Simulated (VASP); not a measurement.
A run of VASP 6.6.1 is set up as follows.

Contents of POSCAR:

```
C
1.0
    0.0000000000      1.7714007132      1.7714007132
    1.7714007132      0.0000000000      1.7714007132
    1.7714007132      1.7714007132      0.0000000000
C
2
Direct
    0.7500000000      0.7500000000      0.7500000000
    0.5000000000      0.5000000000      0.5000000000
```

File INCAR.step1:

```
SYSTEM = C
PREC = Accurate
ENCUT = 520
EDIFF = 1E-5
ISMEAR = -1
SIGMA = 0.05
LREAL = .False.
LASPH = .True.
NELM = 60
ALGO = Normal
ISIF = 2
LWAVE = .True.
LCHARG = .False.
GGA = PE
NBANDS = 11
```

INCAR.step2

```
SYSTEM = C
PREC = Accurate
ENCUT = 520
EDIFF = 1E-7
ISMEAR = -1
SIGMA = 0.05
LREAL = .False.
LASPH = .True.
NELM = 60
ALGO = Normal
ISIF = 2
LWAVE = .False.
LCHARG = .False.
GGA = PE
LHFCALC = .True.
AEXX = 0.25
HFSCREEN = 0.3
PRECFOCK = Normal
ISTART = 1
NBANDS = 11
```

File KPOINTS:

```
regular mesh
0
Gamma
  7 7 7
  0 0 0
```

Potentials or basis: VASP PAW PBE potentials, release 64 (C).

Launch:

```bash
$ cat potpaw_PBE.64/C/POTCAR > POTCAR
$ cp INCAR.step1 INCAR
$ mpirun -np 1 vasp_std > vasp.out
$ cp INCAR.step2 INCAR
$ mpirun -np 1 vasp_std > vasp.out
```

Q: Predict the band gap on the k mesh.

A: 5.22 eV (least direct gap 6.81 eV).

Q: Predict the pressure.

A: 2.5 GPa.

Caveat: the k points lie up to 0.44 Å⁻¹ apart; the PAW data sets were made with another functional, which shifts forces and pressure a little; an odd mesh through Γ misses points on the zone boundary, where band edges can lie.
